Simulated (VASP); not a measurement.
Write the native input for VASP 6.6.1 that does the following.

```yaml
Task: relaxation of cell and atoms
Functional: PBEsol
Potentials_or_basis: VASP PAW PBE potentials, release 64 (Hf_pv, N)
Cutoff: 600 eV
k_mesh: 9 × 9 × 9
Occupations: fermi-dirac, width 0.05 eV
Spin: no spin polarisation
Dipole_correction: no
Further_INCAR_settings: ALGO = Normal; EDIFF = 1e-06; IBRION = 2; EDIFFG = -0.01; NSW = 60; ISIF = 3
```

The structure of HfN lies in POSCAR:

```
HfN
1.0
    0.0000000000      2.4548220000      2.4548220000
    2.4548220000      0.0000000000      2.4548220000
    2.4548220000      2.4548220000      0.0000000000
Hf N
1 1
Direct
    0.0000000000      0.0000000000      0.0000000000
    0.2500000000      0.2500000000      0.2500000000
```

One way to write it, as run:

INCAR

```
ALGO = Normal
EDIFF = 1E-6
EDIFFG = -0.01
ENCUT = 600
GGA = PS
IBRION = 2
ISIF = 3
ISMEAR = -1
LASPH = True
LCHARG = False
LREAL = False
LWAVE = False
NELM = 60
NSW = 60
PREC = Accurate
SIGMA = 0.05
```

KPOINTS

```
k-points
0
Gamma
  9 9 9
```

Potentials or basis: VASP PAW PBE potentials, release 64 (Hf_pv, N).

Run with:

```bash
$ cat potpaw_PBE.64/Hf_pv/POTCAR potpaw_PBE.64/N/POTCAR > POTCAR
$ mpirun -np 1 vasp_std > vasp.out
```

It gave:

* Relaxed volume: 14.35 Å³/atom
* Relaxed cell: a = 3.437 Å, b = 3.437 Å, c = 3.437 Å, α = 60.00°, β = 60.00°, γ = 60.00°
* Space group after relaxing (to 0.05 Å): F-43m (No. 216)
* Energy gained by relaxing: 8.6 meV/atom
* Ionic steps: 3
* Pressure after relaxing: -0.1 GPa

Caveat: the PAW data sets were made with another functional, which shifts forces and pressure a little.

It took 26 s on 1 thread of AMD EPYC 7R13 Processor (Zen 3) (shared host), peak memory 0.14 GiB.
